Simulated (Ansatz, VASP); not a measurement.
# One calculation of N, two programs

INCAR

```
  PREC = Accurate
  ENCUT = 520
  EDIFF = 1E-6
  ISMEAR = 0
  SIGMA = 0.02
  LREAL = F
  LASPH = T
  NELM = 80
  ALGO = Normal
  ISIF = 2
  LWAVE = F
  LCHARG = F
  GGA = PS
  NBANDS = 18
```

KPOINTS

```
regular mesh
0
Gamma
  6 6 4
```

Contents of POSCAR:

```
N
1.0
    4.0936811515      0.0000000000      0.0000000000
   -2.0468405757      3.4591228149      0.0000000000
    0.0000000000      0.0000000000      7.2191261368
N
4
Direct
    0.3531555786      0.7063111672      0.3232583194
    0.3531555786      0.7063111672      0.1767416806
    0.6468444214      0.2936888328      0.8218210588
    0.6468444214      0.2936888328      0.6781789412
```

Input for Ansatz:

```yaml
crystal:
  lattice:
    - [4.0936811515, 0.0, 0.0]
    - [-2.0468405757, 3.4591228149, 0.0]
    - [0.0, 0.0, 7.2191261368]
  atoms:
    - { symbol: "N", position: [0.3531555786, 0.7063111672, 0.3232583194] }
    - { symbol: "N", position: [0.3531555786, 0.7063111672, 0.1767416806] }
    - { symbol: "N", position: [0.6468444214, 0.2936888328, 0.8218210588] }
    - { symbol: "N", position: [0.6468444214, 0.2936888328, 0.6781789412] }
basis:
  ecutwfc: 420
kpoints:
  mp_grid: { grid: [6, 6, 4] }
hamiltonian:
  xc: pbesol
scf:
  occupations: { method: gaussian, width: 0.02 }
output:
  forces: true
  stress: true
  eigenvalues: true
```

Alike in both runs: task single point; functional PBEsol; k mesh 6 × 6 × 4; occupations gaussian, width 0.02 eV; no spin polarisation.

|  | VASP | Ansatz |
| --- | --- | --- |
| version | VASP 6.6.1 | Ansatz 0.2.0 |
| potentials or method | VASP PAW PBE potentials, release 64 (N), cutoff 520 eV | scalar-relativistic, plane waves, PAW |
| valence electrons in the cell | 20 | 20 |

|  | VASP | Ansatz | Ansatz less VASP |
| --- | --- | --- | --- |
| gap on the k mesh at the Fermi level (eV) | 7.68 | 7.74 | +0.059 |
| least direct gap on the mesh (eV) | 7.77 | 7.83 | +0.060 |
| pressure (GPa) | 13.7 | 10.2 | -3.48 |
| traceless stress, the component that is largest in VASP (GPa) | 27.61 | 20.05 | -7.554 |
| rms of the force components (eV/Å) | 7.471 | 5.434 | -2.0376 |

VASP's potentials were made for PBE, not for PBEsol. Atom by atom the forces differ by 2.048 eV/Å (rms over components).

Noted on VASP's run: the standard files for N, O and F lose accuracy on very short bonds.
